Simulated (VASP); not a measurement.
# HC4 in VASP: notebook

HC4 is run at these levels: r2SCAN; tasks: single point.

Program: VASP 6.6.1. These are calculated values, not measurements. Logs are shortened: lines on timing, memory, paths and dates and some standing lists are left out, and cuts for length are marked.

## 1. The cell of the first run

The cell holds a slab with vacuum, 20 atoms: a = 5.035 Å, b = 2.518 Å, c = 19.733 Å, α = 90.00°, β = 90.00°, γ = 90.00°.

## 2. Single point, r2SCAN

Contents of POSCAR:

```
HC4
1.0
    5.0350011261      0.0000000000      0.0000000000
    0.0000000000      2.5175005631      0.0000000000
    0.0000000000      0.0000000000     19.7329018234
C H
16 4
Direct
    0.5000000000      0.5000000000      0.2357689632
    0.0000000000      0.5000000000      0.2357689632
    0.5000000000      0.0000000000      0.2808748918
    0.0000000000      0.0000000000      0.2808748918
    0.7500000000      0.0000000000      0.3259808203
    0.2500000000      0.0000000000      0.3259808203
    0.7500000000      0.5000000000      0.3710867489
    0.2500000000      0.5000000000      0.3710867489
   -0.0031054865      0.5000000000      0.4234546473
    0.5014810101      0.5000000000      0.4168668320
   -0.0032764580      0.0000000000      0.4739105944
    0.5041380209      0.0000000000      0.4620241166
    0.2652246070      0.0000000000      0.5152799963
    0.7255819631      0.0000000000      0.5210154830
    0.3607467120      0.5000000000      0.5502681917
    0.6341750147      0.5000000000      0.5643563376
    0.6429144453      0.5000000000      0.1982508924
    0.3570855547      0.5000000000      0.1982508924
    0.1423584706      0.5000000000      0.1980631397
   -0.1423584706      0.5000000000      0.1980631397
```

Contents of INCAR.step1:

```
ALGO = Normal
DIPOL = 0.5 0.5 0.357
EDIFF = 1E-4
ENCUT = 520
GGA = PE
IDIPOL = 3
ISMEAR = 0
LASPH = T
LCHARG = F
LDIPOL = T
LREAL = Auto
LWAVE = T
NBANDS = 50
NELM = 80
PREC = Accurate
SIGMA = 0.05
```

Contents of INCAR.step2:

```
ALGO = Normal
DIPOL = 0.5 0.5 0.357
EDIFF = 1E-6
ENCUT = 520
IDIPOL = 3
ISIF = 2
ISMEAR = 0
ISTART = 1
LASPH = T
LCHARG = T
LDIPOL = T
LELF = T
LMIXTAU = T
LREAL = Auto
LVACPOTAV = T
LVHAR = T
LWAVE = F
METAGGA = R2SCAN
NBANDS = 50
NELM = 80
PREC = Accurate
SIGMA = 0.05
```

Contents of KPOINTS:

```
k-points
0
Gamma
  5 10 1
```

Potentials or basis: VASP PAW PBE potentials, release 64 (C, H).

On the command line:

```console
$ cat potpaw_PBE.64/C/POTCAR potpaw_PBE.64/H/POTCAR > POTCAR
$ cp INCAR.step1 INCAR
$ mpirun -np 1 vasp_std > vasp.out
$ cp INCAR.step2 INCAR
$ mpirun -np 1 vasp_std > vasp.out
```

OUTCAR:

```text
EDIFF = 1E-6
   ENCUT = 520
   ISIF = 2
   ISMEAR = 0
   ISTART = 1
   LASPH = T
   LREAL = Auto
   METAGGA = R2SCAN
   NELM = 80
   PREC = Accurate

 ion  position               nearest neighbor table
   1  0.500  0.500  0.236-  17 1.03  18 1.03   3 1.54   3 1.54
   2  0.000  0.500  0.236-  19 1.03  20 1.03   4 1.54   4 1.54
   3  0.500  0.000  0.281-   5 1.54   6 1.54   1 1.54   1 1.54
   4  0.000  0.000  0.281-   5 1.54   6 1.54   2 1.54   2 1.54
   5  0.750  0.000  0.326-   3 1.54   4 1.54   7 1.54   7 1.54
   6  0.250  0.000  0.326-   3 1.54   4 1.54   8 1.54   8 1.54
   7  0.750  0.500  0.371-   5 1.54   5 1.54  10 1.54   9 1.62
   8  0.250  0.500  0.371-   6 1.54   6 1.54  10 1.56   9 1.64
   9  0.997  0.500  0.423-  11 1.60  11 1.60   7 1.62   8 1.64
  10  0.501  0.500  0.417-  12 1.54  12 1.54   7 1.54   8 1.56
  11  0.997  0.000  0.474-  13 1.58   9 1.60   9 1.60  14 1.65
  12  0.504  0.000  0.462-  10 1.54  10 1.54  13 1.60  14 1.61
  13  0.265  0.000  0.515-  15 1.51  15 1.51  11 1.58  12 1.60
  14  0.726  0.000  0.521-  16 1.59  16 1.59  12 1.61  11 1.65
  15  0.361  0.500  0.550-  16 1.40  13 1.51  13 1.51
  16  0.634  0.500  0.564-  15 1.40  14 1.59  14 1.59
  17  0.643  0.500  0.198-   1 1.03
  18  0.357  0.500  0.198-   1 1.03
  19  0.142  0.500  0.198-   2 1.03
  20  0.858  0.500  0.198-   2 1.03

  LATTYP: Found a simple orthorhombic cell.
 ALAT       =     2.5175005631
 B/A-ratio  =     2.0000000000
 C/A-ratio  =     7.8382909274

  Lattice vectors:

 A1 = (   0.0000000000,  -2.5175005631,   0.0000000000)
 A2 = (   5.0350011261,   0.0000000000,   0.0000000000)
 A3 = (   0.0000000000,   0.0000000000,  19.7329018234)

Analysis of symmetry for initial positions (statically):
=====================================================================
 Subroutine PRICEL returns:
 Original cell was already a primitive cell.

 Routine SETGRP: Setting up the symmetry group for a
 simple orthorhombic supercell.

 Subroutine GETGRP returns: Found  2 space group operations
 (whereof  2 operations were pure point group operations)
 out of a pool of  8 trial point group operations.

The static configuration has the point symmetry C_1h.

Analysis of symmetry for dynamics (positions and initial velocities):
=====================================================================
 Subroutine PRICEL returns:
 Original cell was already a primitive cell.

 Routine SETGRP: Setting up the symmetry group for a
 simple orthorhombic supercell.

 Subroutine GETGRP returns: Found  2 space group operations
 (whereof  2 operations were pure point group operations)
[... 143 lines left out ...]
   NUPDOWN=      -1.0000    fix difference up-down
   EMIN   =  10.00;   EMAX   =-10.00  energy-range for DOS
   EFERMI =   0.00;   METHOD = LEGACY
   ISMEAR =     0;   SIGMA  =   0.05  broadening in eV -4-tet -1-fermi 0-gaus
   EFERMI_NEDOS =   21; number of points for ismear=-14 and -15
   IALGO  =     38    algorithm
   IMIX   =      4    mixing-type and parameters
     AMIX     =   0.40;   BMIX     =  1.00
     AMIX_MAG =   1.60;   BMIX_MAG =  1.00
  volume/ion in A,a.u.               =      12.51        84.40
  Fermi-wavevector in a.u.,A,eV,Ry     =   1.060534  2.004118 15.302901  1.124732
  Thomas-Fermi vector in A             =   2.195918
   LORBIT       =      0    0 simple, 1 ext, 2 COOP (PROOUT), +10 PAW based schemes
   METAGGA = R2SCAN    functional components
   LHFCALC =     F    Hartree Fock is set to
   AEXX    =    0.0000 exact exchange contribution
   IVDW    =     0    specifies the selected vdW correction
   LEPSILON=     F    determine dielectric tensor
   LRPA    =     F    only Hartree local field effects (RPA)
 non-spin polarized calculation
 Gauss-broadening in eV      SIGMA  =   0.05
  energy-cutoff  :      520.00
  volume of cell :      250.13
 maximum number of plane-waves:      6791
 NGX is ok and might be reduce to    40
   NGX = 19   NGY =  9   NGZ = 73

 number of electron      68.0000009 magnetization

 dipolmoment           0.000000      0.000000      0.295358 electrons x Angstroem

 Free energy of the ion-electron system (eV)
  ---------------------------------------------------
  ext. energy  EPLUGINS =         0.00000000
  ---------------------------------------------------
  free energy    TOTEN  =      -162.63849878 eV

  energy without entropy =     -162.63849878  energy(sigma->0) =     -162.63849878

 E-fermi :   1.6031     XC(G=0):  -6.4144

 val. band max:        1.3502719399   @ k =   0.0000   0.0000   0.0000
 cond. band min:       2.6219362441   @ k =   0.0000   0.5000   0.0000
 fundamental gap:      1.2716643041
 Fermi energy:         1.6031167526

 k-point     1 :       0.0000    0.0000    0.0000
  band No.  band energies     occupation
      1     -20.7449      2.00000
      2     -19.6778      2.00000
      3     -17.8370      2.00000
      4     -16.2063      2.00000
      5     -16.1843      2.00000
      6     -15.6140      2.00000
[... 871 lines left out ...]
     45       9.2711      0.00000
     46       9.4093      0.00000
 [bands above 46 left out]

------------------------ aborting loop because EDIFF is reached ----------------------------------------

  FORCE on cell =-STRESS in cart. coord.  units (eV):
  Direction    XX          YY          ZZ          XY          YZ          ZX
  --------------------------------------------------------------------------------------
  -------------------------------------------------------------------------------------
  Total       26.2296944      2.6607430    -23.3526083      0.0000000      0.0000000      0.0506918
  in kB      168.0133182     17.0432889   -149.5842522      0.0000000      0.0000000      0.3247044
  external PRESSURE =      11.8241183 kB  Pullay stress =       0.0000000 kB

 VOLUME and BASIS-vectors are now :
 -----------------------------------------------------------------------------
  energy-cutoff  :      520.00
  volume of cell :      250.13
      direct lattice vectors                 reciprocal lattice vectors
     5.035001126  0.000000000  0.000000000     0.198609687  0.000000000  0.000000000
     0.000000000  2.517500563  0.000000000     0.000000000  0.397219375  0.000000000
     0.000000000  0.000000000 19.732901823     0.000000000  0.000000000  0.050676784

 POSITION                                       TOTAL-FORCE (eV/Angst)
 -----------------------------------------------------------------------------------
      2.51750      1.25875      4.65241        -0.006427      0.000000      1.905710
      0.00000      1.25875      4.65241         0.004249      0.000000      1.819313
      2.51750      0.00000      5.54248         0.016564      0.000000     -1.599327
      0.00000      0.00000      5.54248        -0.011863      0.000000     -1.715455
      3.77625      0.00000      6.43255         0.520102      0.000000      0.418405
      1.25875      0.00000      6.43255        -0.530905      0.000000      0.496191
[... 12 lines left out ...]
      0.71678      1.25875      3.90836         0.058774      0.000000     -0.056500
      4.31823      1.25875      3.90836        -0.060165      0.000000     -0.057282
 -----------------------------------------------------------------------------------
    total drift:                               -0.003914      0.000000      0.025999

  FREE ENERGIE OF THE ION-ELECTRON SYSTEM (eV)
  ---------------------------------------------------
  free  energy   TOTEN  =      -162.6384987818 eV

  energy  without entropy=     -162.6384987818  energy(sigma->0) =     -162.63849878

 vacuum level on the upper side and lower side of the slab         7.452         3.236
```

OUTCAR.step1:

```text
EDIFF = 1E-4
   ENCUT = 520
   GGA = PE
   ISMEAR = 0
   LASPH = T
   LREAL = Auto
   NELM = 80
   PREC = Accurate

 ion  position               nearest neighbor table
[... 1171 lines left out ...]
      0.71678      1.25875      3.90836         0.167554      0.000000     -0.293026
      4.31823      1.25875      3.90836        -0.168937      0.000000     -0.293601
 -----------------------------------------------------------------------------------
    total drift:                               -0.002639      0.000000      0.011277

  FREE ENERGIE OF THE ION-ELECTRON SYSTEM (eV)
  ---------------------------------------------------
  free  energy   TOTEN  =      -151.0646258412 eV

  energy  without entropy=     -151.0646258412  energy(sigma->0) =     -151.06462584

 vacuum level on the upper side and lower side of the slab         6.595         2.095
```

It took 13 min on 1 thread of AMD EPYC 9R45 (Zen 5), shared host; peak memory 0.39 GiB.

Results:

```
Free energy            : -162.6385 eV
Largest force          : 4.846 eV/Å
Band gap on the k mesh : 1.27 eV (least direct gap 1.69 eV)
```

Forces on the atoms (eV/Å):
```
C   -0.006  0.000  1.906
C    0.004  0.000  1.819
C    0.017  0.000 -1.599
C   -0.012  0.000 -1.715
C    0.520  0.000  0.418
C   -0.531  0.000  0.496
C    0.343  0.000  1.843
C   -0.338  0.000  2.071
C   -0.003  0.000 -0.004
C   -0.015  0.000  0.006
C    0.001  0.000  0.019
C    0.011  0.000 -0.016
C   -0.053  0.000 -0.008
C    0.048  0.000 -0.009
C   -0.063  0.000 -0.157
C    0.075  0.000 -4.845
H    0.057  0.000 -0.056
H   -0.055  0.000 -0.056
H    0.059  0.000 -0.057
H   -0.060  0.000 -0.057
```

Levels at points of the mesh, in eV from the valence-band top:
| k point | band 32 | band 33 | band 34 | band 35 | band 36 | band 37 |
| --- | --- | --- | --- | --- | --- | --- |
| (0.00, 0.00, 0.00) | -0.97 | -0.68 | 0.00 | 1.69 | 2.17 | 3.42 |
| (0.00, 0.50, 0.00) | -1.84 | -1.79 | -0.88 | 1.27 | 4.55 | 4.74 |

Caveat: the PAW data sets were made with another functional, which shifts forces and pressure a little.

## 3. Single point, r2SCAN

Changes to POSCAR since step 2:

```diff
@@ -16,10 +16,10 @@
     0.2500000000      0.5000000000      0.3710867489
-   -0.0031054865      0.5000000000      0.4234546473
-    0.5014810101      0.5000000000      0.4168668320
-   -0.0032764580      0.0000000000      0.4739105944
-    0.5041380209      0.0000000000      0.4620241166
-    0.2652246070      0.0000000000      0.5152799963
-    0.7255819631      0.0000000000      0.5210154830
-    0.3607467120      0.5000000000      0.5502681917
-    0.6341750147      0.5000000000      0.5643563376
+   -0.0085344489      0.5000000000      0.4184180780
+    0.5040557673      0.5000000000      0.4103859431
+   -0.0122365327      0.0000000000      0.4649421368
+    0.5105089435      0.0000000000      0.4516150275
+    0.2530930652      0.0000000000      0.4991987012
+    0.7217887895      0.0000000000      0.5102808948
+    0.3619384363      0.5000000000      0.5213824250
+    0.6219734465      0.5000000000      0.5502681917
     0.6429144453      0.5000000000      0.1982508924
```

Contents of INCAR.step1:

```
ALGO     = Normal         # electronic algorithm
DIPOL    = 0.5 0.5 0.352
EDIFF    = 1E-4           # SCF threshold, eV
ENCUT    = 520            # plane-wave cutoff, eV
GGA      = PE             # functional
IDIPOL   = 3            
ISMEAR   = 0              # smearing method
LASPH    = True           # aspherical terms in the spheres
LCHARG   = False          # write CHGCAR
LDIPOL   = True         
LREAL    = Auto         
LWAVE    = True           # write WAVECAR
NBANDS   = 50             # bands
NELM     = 60             # most SCF steps
PREC     = Accurate       # precision mode
SIGMA    = 0.05           # smearing width, eV
```

Contents of INCAR.step2:

```
ALGO     = Normal         # electronic algorithm
DIPOL    = 0.5 0.5 0.352
EDIFF    = 1E-6           # SCF threshold, eV
ENCUT    = 520            # plane-wave cutoff, eV
IDIPOL   = 3            
ISIF     = 2              # what is computed and relaxed
ISMEAR   = 0              # smearing method
ISTART   = 1            
LASPH    = True           # aspherical terms in the spheres
LCHARG   = False          # write CHGCAR
LDIPOL   = True         
LMIXTAU  = True         
LREAL    = Auto         
LWAVE    = False          # write WAVECAR
METAGGA  = R2SCAN         # meta-GGA
NBANDS   = 50             # bands
NELM     = 60             # most SCF steps
PREC     = Accurate       # precision mode
SIGMA    = 0.05           # smearing width, eV
```

KPOINTS is that of step 2.

Potentials or basis: VASP PAW PBE potentials, release 64 (C, H).

On the command line:

```console
$ cat potpaw_PBE.64/C/POTCAR potpaw_PBE.64/H/POTCAR > POTCAR
$ cp INCAR.step1 INCAR
$ mpirun -np 1 vasp_std > vasp.out
$ cp INCAR.step2 INCAR
$ mpirun -np 1 vasp_std > vasp.out
```

It took 37 min on 1 thread of Intel Xeon 8259CL, shared host; peak memory 0.43 GiB.

Results (log left out):

```
Free energy            : -161.7989 eV
Largest force          : 7.670 eV/Å
Band gap on the k mesh : 1.42 eV (least direct gap 1.53 eV)
```

Forces in eV/Å, atoms in the order of the input:
```
C   -0.021  0.000  1.902
C    0.021  0.000  1.789
C    0.054  0.000 -1.621
C   -0.040  0.000 -1.766
C    0.768  0.000 -0.555
C   -0.767  0.000 -0.232
C    0.982  0.000 -2.122
C   -1.004  0.000 -0.847
C   -0.007  0.000 -0.002
C   -0.005  0.000  0.008
C   -0.009  0.000  0.008
C    0.024  0.000 -0.024
C   -0.044  0.000  0.013
C    0.031  0.000  0.005
C   -0.043  0.000  7.669
C    0.059  0.000 -4.004
H    0.060  0.000 -0.048
H   -0.056  0.000 -0.053
H    0.055  0.000 -0.062
H   -0.056  0.000 -0.057
```

Levels at points of the mesh, in eV from the valence-band top:
| k point | band 32 | band 33 | band 34 | band 35 | band 36 | band 37 |
| --- | --- | --- | --- | --- | --- | --- |
| (0.00, 0.00, 0.00) | -1.46 | -0.48 | -0.10 | 1.43 | 2.52 | 3.14 |
| (0.00, 0.50, 0.00) | -3.24 | -1.57 | -1.14 | 1.42 | 4.43 | 4.56 |

Caveat: the PAW data sets were made with another functional, which shifts forces and pressure a little.

[end of part 1 of 2]
